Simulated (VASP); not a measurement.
Input of a VASP 6.6.1 run:

File POSCAR:

```
WC
1.0
    1.5115622365     -2.4583364416      0.0000000000
    1.5115622365      2.4583364416      0.0000000000
    0.0000000000      0.0000000000      2.9458230421
W C
1 1
Direct
    0.5000000000      0.5000000000      0.5000000000
    0.0000000000      0.0000000000      0.0000000000
```

Contents of INCAR.step1:

```
ALGO = Normal ; EDIFF = 1E-5
ENCUT = 520 ; GGA = PE
ISIF = 2 ; ISMEAR = -1
LASPH = T ; LCHARG = F
LREAL = F ; LWAVE = T
NBANDS = 16 ; NELM = 100
PREC = Accurate ; SIGMA = 0.05
```

INCAR.step2

```
AEXX = 0.25 ; ALGO = Normal
EDIFF = 1E-6 ; ENCUT = 520
GGA = PS ; HFSCREEN = 0.207
ISIF = 2 ; ISMEAR = -1
ISTART = 1 ; LASPH = T
LCHARG = F ; LHFCALC = T
LREAL = F ; LWAVE = F
NBANDS = 16 ; NELM = 100
PREC = Accurate ; PRECFOCK = Normal
SIGMA = 0.05
```

The input KPOINTS:

```
k-points
0
Gamma
  5 5 3
```

Potentials or basis: VASP PAW PBE potentials, release 64 (W_sv, C).

Launch:

```bash
$ cat potpaw_PBE.64/W_sv/POTCAR potpaw_PBE.64/C/POTCAR > POTCAR
$ cp INCAR.step1 INCAR
$ mpirun -np 1 vasp_std > vasp.out
$ cp INCAR.step2 INCAR
$ mpirun -np 1 vasp_std > vasp.out
```

Question: Predict the band gap on the k mesh.

Answer: Zero (band 9 reaches 12.97 eV, above the bottom of band 10 at 10.43 eV).

Question: Predict the pressure.

Answer: 0.0 GPa.

Stress tensor (GPa, compression positive):
```
 0.06  0.00  0.00
 0.00  0.22  0.00
 0.00  0.00 -0.23
```

Caveat: the k points lie up to 0.71 Å⁻¹ apart; the PAW data sets were made with another functional, which shifts forces and pressure a little; spin-orbit coupling is left out, which moves the levels of the heavy elements.
